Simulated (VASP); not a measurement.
# Si5Ge2 (P4mm) in VASP: notebook, part 2 of 2

VASP 6.6.1.

### 4 Single point, PBE

File INCAR:

```
SYSTEM = Si5Ge2
ALGO     = Normal         ! electronic algorithm
EDIFF    = 1E-6           ! SCF threshold, eV
ENCUT    = 500            ! plane-wave cutoff, eV
GGA      = PE             ! functional
GGA_COMPAT= .False.      
ISIF     = 2              ! what is computed and relaxed
ISMEAR   = 0              ! smearing method
LASPH    = .True.         ! aspherical terms in the spheres
LCHARG   = .False.        ! write CHGCAR
LREAL    = .False.        ! projectors in reciprocal space
LWAVE    = .False.        ! write WAVECAR
NBANDS   = 33             ! bands
NELM     = 120            ! most SCF steps
PREC     = Accurate       ! precision mode
SIGMA    = 0.1            ! smearing width, eV
```

File KPOINTS:

```
k-points
0
Gamma
  4 4 2
  0 0 0
```

File POSCAR:

```
Si5Ge2
1.0
    3.8032152532      0.0000000000      0.0000000000
    0.0000000000      3.8032152532      0.0000000000
    0.0000000000      0.0000000000      8.4746723789
Si Ge
5 2
Direct
    0.5000000000      0.0000000000      0.7066243680
    0.0000000000      0.5000000000      0.7066243680
    0.5000000000      0.0000000000      0.9929449778
    0.0000000000      0.5000000000      0.9929449778
    0.0000000000      0.0000000000      0.1789008724
    0.5000000000      0.0000000000      0.3979104280
    0.0000000000      0.5000000000      0.3979104280
```

Potentials or basis: VASP PAW PBE potentials, release 64 (Si, Ge_d).

Command:

```
$ cat potpaw_PBE.64/Si/POTCAR potpaw_PBE.64/Ge_d/POTCAR > POTCAR
$ mpirun -np 1 vasp_std > vasp.out
```

OUTCAR:

```text
SYSTEM = Si5Ge2
   EDIFF = 1E-6
   ENCUT = 500
   GGA = PE
   ISIF = 2
   ISMEAR = 0
   LASPH = .True.
   LREAL = .False.
   NELM = 120
   PREC = Accurate

 ion  position               nearest neighbor table
   1  0.500  0.000  0.707-   3 2.43   6 2.62   2 2.69   2 2.69   2 2.69   2 2.69
   2  0.000  0.500  0.707-   4 2.43   7 2.62   1 2.69   1 2.69   1 2.69   1 2.69
   3  0.500  0.000  0.993-   1 2.43   5 2.47   5 2.47   4 2.69   4 2.69   4 2.69   4 2.69
   4  0.000  0.500  0.993-   2 2.43   5 2.47   5 2.47   3 2.69   3 2.69   3 2.69   3 2.69
   5  0.000  0.000  0.179-   3 2.47   4 2.47   4 2.47   3 2.47   6 2.66   7 2.66   7 2.66   6 2.66

   6  0.500  0.000  0.398-   1 2.62   5 2.66   5 2.66   7 2.69   7 2.69   7 2.69   7 2.69
   7  0.000  0.500  0.398-   2 2.62   5 2.66   5 2.66   6 2.69   6 2.69   6 2.69   6 2.69

  LATTYP: Found a simple tetragonal cell.
 ALAT       =     3.8032152532
 C/A-ratio  =     2.2282915414

  Lattice vectors:

 A1 = (   3.8032152532,   0.0000000000,   0.0000000000)
 A2 = (   0.0000000000,   3.8032152532,   0.0000000000)
 A3 = (   0.0000000000,   0.0000000000,   8.4746723789)

[... 176 lines left out ...]
 fundamental gap:      0.0124836859
 Fermi energy:         7.5345938760

 k-point     1 :       0.0000    0.0000    0.0000
  band No.  band energies     occupation
      1     -17.3455      2.00000
      2     -17.2587      2.00000
      3     -17.2241      2.00000
      4     -17.1869      2.00000
      5     -17.1869      2.00000
      6     -17.1099      2.00000
[... 421 lines left out ...]
     32      13.4664      0.00000
     33      15.2661      0.00000

------------------------ aborting loop because EDIFF is reached ----------------------------------------

  FORCE on cell =-STRESS in cart. coord.  units (eV):
  Direction    XX          YY          ZZ          XY          YZ          ZX
  --------------------------------------------------------------------------------------
  -------------------------------------------------------------------------------------
  Total        1.1723251      1.1723251     -0.2631782      0.0000000      0.0000000      0.0000000
  in kB       15.3226512     15.3226512     -3.4398204      0.0000000      0.0000000      0.0000000
  external PRESSURE =       9.0684940 kB  Pullay stress =       0.0000000 kB

 VOLUME and BASIS-vectors are now :
 -----------------------------------------------------------------------------
  energy-cutoff  :      500.00
  volume of cell :      122.58
      direct lattice vectors                 reciprocal lattice vectors
     3.803215253  0.000000000  0.000000000     0.262935420  0.000000000  0.000000000
     0.000000000  3.803215253  0.000000000     0.000000000  0.262935420  0.000000000
     0.000000000  0.000000000  8.474672379     0.000000000  0.000000000  0.117998662

 POSITION                                       TOTAL-FORCE (eV/Angst)
 -----------------------------------------------------------------------------------
      1.90161      0.00000      5.98841        -0.000000      0.000000      0.120986
      0.00000      1.90161      5.98841        -0.000000     -0.000000      0.120986
      1.90161      0.00000      8.41488        -0.000000      0.000000     -0.002292
      0.00000      1.90161      8.41488        -0.000000      0.000000     -0.002292
      0.00000      0.00000      1.51613         0.000000      0.000000     -0.087033
      1.90161      0.00000      3.37216        -0.000000      0.000000     -0.075177
      0.00000      1.90161      3.37216         0.000000      0.000000     -0.075177
 -----------------------------------------------------------------------------------
    total drift:                                0.000000      0.000000      0.000222

  FREE ENERGIE OF THE ION-ELECTRON SYSTEM (eV)
  ---------------------------------------------------
  free  energy   TOTEN  =       -33.2357090181 eV

  energy  without entropy=      -33.2083438663  energy(sigma->0) =      -33.22202644
```

Run time: 51 s. Hardware: 1 thread of Intel Xeon Platinum 8259CL at 2.50GHz (Skylake/Cascade Lake), shared host; peak memory 0.23 GiB.

Results:

```
Free energy            : -33.2357 eV
Pressure               : 0.9 GPa
Largest force          : 0.121 eV/Å
Band gap on the k mesh : zero (band 24 reaches 7.89 eV, above the bottom of band 25 at 5.72 eV)
```

Forces on the atoms (eV/Å):
```
Si   0.000  0.000  0.121
Si   0.000  0.000  0.121
Si   0.000  0.000 -0.002
Si   0.000  0.000 -0.002
Si   0.000  0.000 -0.087
Ge   0.000  0.000 -0.075
Ge   0.000  0.000 -0.075
```

Stress tensor (GPa, compression positive):
```
 1.53  0.00  0.00
 0.00  1.53  0.00
 0.00  0.00 -0.34
```

Caveat: the k points lie up to 0.41 Å⁻¹ apart.

### 5 Summary

| cell | k mesh | cutoff (eV) | smearing | gap on the mesh (eV) | pressure (GPa) | largest force (eV/Å) |
| --- | --- | --- | --- | --- | --- | --- |
| a = 3.803, b = 3.803, c = 8.475 Å, 7 atoms | 4 × 4 × 3 | 520 | gaussian 0.2 eV | none | 0.2 | 0.07 |
| a = 3.708, b = 3.708, c = 8.952 Å, 7 atoms | 8 × 8 × 4 | 520 | gaussian 0.1 eV | none | -0.1 | 0.01 |
| a = 3.803, b = 3.803, c = 8.475 Å, 7 atoms | 4 × 4 × 2 | 500 | gaussian 0.1 eV | none | 0.9 | 0.12 |

Alike in all rows: task single point; level PBE; potentials or basis VASP PAW PBE potentials, release 64 (Si, Ge_d); no spin polarisation.

Caveats: some runs use coarse meshes.

Absolute energies hang on the potentials; compare differences alone.
